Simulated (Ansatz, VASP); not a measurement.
# Al2O3: VASP beside Ansatz

The input INCAR:

```
  ALGO = Normal
  EDIFF = 1E-6
  ENCUT = 520
  GGA = PS
  ISIF = 2
  ISMEAR = 0
  LASPH = T
  LCHARG = F
  LREAL = F
  LWAVE = F
  NBANDS = 35
  NELM = 80
  PREC = Accurate
  SIGMA = 0.05
```

The input KPOINTS:

```
k-points
0
Gamma
  6 6 6
```

File POSCAR:

```
Al2O3
1.0
    2.2816820698      1.3173297572      4.4930883319
   -2.2816820698      1.3173297572      4.4930883319
    0.0000000000     -2.6346595145      4.4930883319
Al O
4 6
Direct
    0.8520350473      0.8520350473      0.8520350473
    0.6479649527      0.6479649527      0.6479649527
    0.1479649527      0.1479649527      0.1479649527
    0.3520350473      0.3520350473      0.3520350473
    0.0558571577      0.4441428423      0.7500000000
    0.7500000000      0.0558571577      0.4441428423
    0.4441428423      0.7500000000      0.0558571577
    0.9441428423      0.5558571577      0.2500000000
    0.2500000000      0.9441428423      0.5558571577
    0.5558571577      0.2500000000      0.9441428423
```

Input for Ansatz:

```yaml
crystal:
  lattice:
    - [2.2816820698, 1.3173297572, 4.4930883319]
    - [-2.2816820698, 1.3173297572, 4.4930883319]
    - [0.0, -2.6346595145, 4.4930883319]
  atoms:
    - { symbol: Al, position: [0.8520350473, 0.8520350473, 0.8520350473] }
    - { symbol: Al, position: [0.6479649527, 0.6479649527, 0.6479649527] }
    - { symbol: Al, position: [0.1479649527, 0.1479649527, 0.1479649527] }
    - { symbol: Al, position: [0.3520350473, 0.3520350473, 0.3520350473] }
    - { symbol: O, position: [0.0558571577, 0.4441428423, 0.75] }
    - { symbol: O, position: [0.75, 0.0558571577, 0.4441428423] }
    - { symbol: O, position: [0.4441428423, 0.75, 0.0558571577] }
    - { symbol: O, position: [0.9441428423, 0.5558571577, 0.25] }
    - { symbol: O, position: [0.25, 0.9441428423, 0.5558571577] }
    - { symbol: O, position: [0.5558571577, 0.25, 0.9441428423] }
basis:
  ecutwfc: 520.0
kpoints:
  mp_grid: { grid: [6, 6, 6] }
hamiltonian:
  xc: pbesol
  pseudopotentials: { kind: paw, azcp: { folder: soft_1 } }
scf:
  occupations: { method: gaussian, width: 0.05 }
output:
  forces: true
  stress: true
  eigenvalues: true
```

Alike in both runs: task single point; functional PBEsol; k mesh 6 × 6 × 6; occupations gaussian, width 0.05 eV; no spin polarisation.

|  | VASP | Ansatz |
| --- | --- | --- |
| version | VASP 6.6.1 | Ansatz 0.2.0 |
| potentials or method | VASP PAW PBE potentials, release 64 (Al, O), cutoff 520 eV | scalar-relativistic, plane waves, PAW |
| valence electrons in the cell | 48 | 48 |

VASP gave:

| Quantity | Value |
| --- | --- |
| gap on the k mesh at the Fermi level (eV) | 6.42 |
| least direct gap on the mesh (eV) | 6.42 |
| pressure (GPa) | 16.7 |
| traceless stress, the component that is largest in VASP (GPa) | -24.92 |
| rms of the force components (eV/Å) | 0.235 |

Q: Estimate Ansatz's values.

A: gap on the k mesh at the Fermi level (eV): 6.40; least direct gap on the mesh (eV): 6.40; pressure (GPa): 16.4; traceless stress, the component that is largest in VASP (GPa): -24.83; rms of the force components (eV/Å): 0.235.

VASP's potentials were made for PBE, not for PBEsol, and Ansatz warns of the same on its side. Atom by atom the forces differ by 0.005 eV/Å (rms over components).
